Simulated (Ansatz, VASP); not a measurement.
AlN: VASP beside Ansatz

File POSCAR:

```
AlN
1.0
    3.1064902802      0.0000000000      0.0000000000
   -1.5532451401      2.6902994992      0.0000000000
    0.0000000000      0.0000000000      4.9780207988
Al N
2 2
Direct
    0.3333333333      0.6666666667     -0.0087002301
    0.6666666667      0.3333333333      0.4912997699
    0.3333333333      0.6666666667      0.3907002301
    0.6666666667      0.3333333333      0.8907002301
```

Contents of INCAR.step1:

```
SYSTEM = AlN
PREC     = Accurate       ! precision mode
ENCUT    = 520            ! plane-wave cutoff, eV
ISMEAR   = 0              ! smearing method
SIGMA    = 0.01           ! smearing width, eV
LREAL    = .False.        ! projectors in reciprocal space
LASPH    = .True.         ! aspherical terms in the spheres
NELM     = 60             ! most SCF steps
NBANDS   = 16             ! bands
GGA      = PE             ! functional
ALGO     = Normal         ! electronic algorithm
EDIFF    = 1E-4           ! SCF threshold, eV
LWAVE    = .True.         ! write WAVECAR
LCHARG   = .False.        ! write CHGCAR
```

INCAR.step2

```
SYSTEM = AlN
PREC     = Accurate       ! precision mode
ENCUT    = 520            ! plane-wave cutoff, eV
EDIFF    = 1E-6           ! SCF threshold, eV
ISMEAR   = 0              ! smearing method
SIGMA    = 0.01           ! smearing width, eV
LREAL    = .False.        ! projectors in reciprocal space
LASPH    = .True.         ! aspherical terms in the spheres
NELM     = 60             ! most SCF steps
ALGO     = Normal         ! electronic algorithm
ISIF     = 2              ! what is computed and relaxed
LWAVE    = .False.        ! write WAVECAR
LCHARG   = .False.        ! write CHGCAR
METAGGA  = R2SCAN         ! meta-GGA
LMIXTAU  = .True.       
NBANDS   = 16             ! bands
ISTART   = 1
```

Contents of KPOINTS:

```
regular mesh
0
Gamma
  12 12 6
  0 0 0
```

Input for Ansatz:

```yaml
crystal:
  lattice:
    - [3.1064902802, 0.0, 0.0]
    - [-1.5532451401, 2.6902994992, 0.0]
    - [0.0, 0.0, 4.9780207988]
  atoms:
    - { symbol: Al, position: [0.3333333333, 0.6666666667, -0.0087002301] }
    - { symbol: Al, position: [0.6666666667, 0.3333333333, 0.4912997699] }
    - { symbol: "N", position: [0.3333333333, 0.6666666667, 0.3907002301] }
    - { symbol: "N", position: [0.6666666667, 0.3333333333, 0.8907002301] }
basis:
  ecutwfc: 600.0
  xc_grid: 2
kpoints:
  mp_grid: { grid: [12, 12, 6] }
hamiltonian:
  xc: r2scan
  pseudopotentials: { kind: paw, azcp: { folder: soft_1 } }
scf:
  occupations: { method: fixed }
output:
  forces: true
  stress: true
  eigenvalues: true
  polarization: {}
```

Change from the starting cell: polar distortion scaled by 0.85.

Alike in both runs: task single point; functional r2SCAN; k mesh 12 × 12 × 6; no spin polarisation.

|  | VASP | Ansatz |
| --- | --- | --- |
| version | VASP 6.6.1 | Ansatz 0.2.0 |
| potentials or method | VASP PAW PBE potentials, release 64 (Al, N), cutoff 520 eV | scalar-relativistic, plane waves, PAW |
| occupations | gaussian, width 0.01 eV | fixed |
| valence electrons in the cell | 16 | 16 |

Ansatz gave:

```
gap on the k mesh at the Fermi level (eV)                     : 4.58
least direct gap on the mesh (eV)                             : 4.58
pressure (GPa)                                                : 0.5
traceless stress, the component that is largest in VASP (GPa) : -6.72
rms of the force components (eV/Å)                            : 0.516
```

What did VASP give for the same quantities?

gap on the k mesh at the Fermi level (eV): 4.63; least direct gap on the mesh (eV): 4.63; pressure (GPa): 0.1; traceless stress, the component that is largest in VASP (GPa): -6.80; rms of the force components (eV/Å): 0.522.

VASP's potentials were made for PBE, not for r2SCAN. Atom by atom the forces differ by 0.006 eV/Å (rms over components).
